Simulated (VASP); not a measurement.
The system is NaCl.

```
CELL_PARAMETERS angstrom
3.52538 0.00000 0.00000
0.00000 3.52538 0.00000
0.00000 0.00000 3.52538
ATOMIC_POSITIONS crystal
Cl 0.50000 0.50000 0.50000
Na 0.00000 0.00000 0.00000
```

This cell differs from its parent crystal: volume scaled by 1.02.

Base run:

* Program: VASP 6.6.1
* Functional: PBE
* Potentials or basis: VASP PAW PBE potentials, release 64 (Cl, Na_pv)
* Cutoff: 520 eV
* k mesh: 8 × 8 × 8
* Occupations: fermi-dirac, width 0.05 eV
* Spin: no spin polarisation

Its results: band gap on the k mesh 3.91 eV, indirect (least direct gap 4.39 eV); pressure -0.4 GPa.

Question: The run is repeated on the same cell with these changes: functional from PBE to r2SCAN. What comes out?

Answer: Band gap on the k mesh 4.74 eV, indirect (least direct gap 5.23 eV); pressure -1.7 GPa.

r2SCAN gives the wider gap, since meta-GGAs in the generalised Kohn-Sham scheme recover part of the derivative discontinuity.

Caveats: the PAW data sets were made with another functional, which shifts forces and pressure a little (some runs).

A k mesh can miss the band edges.
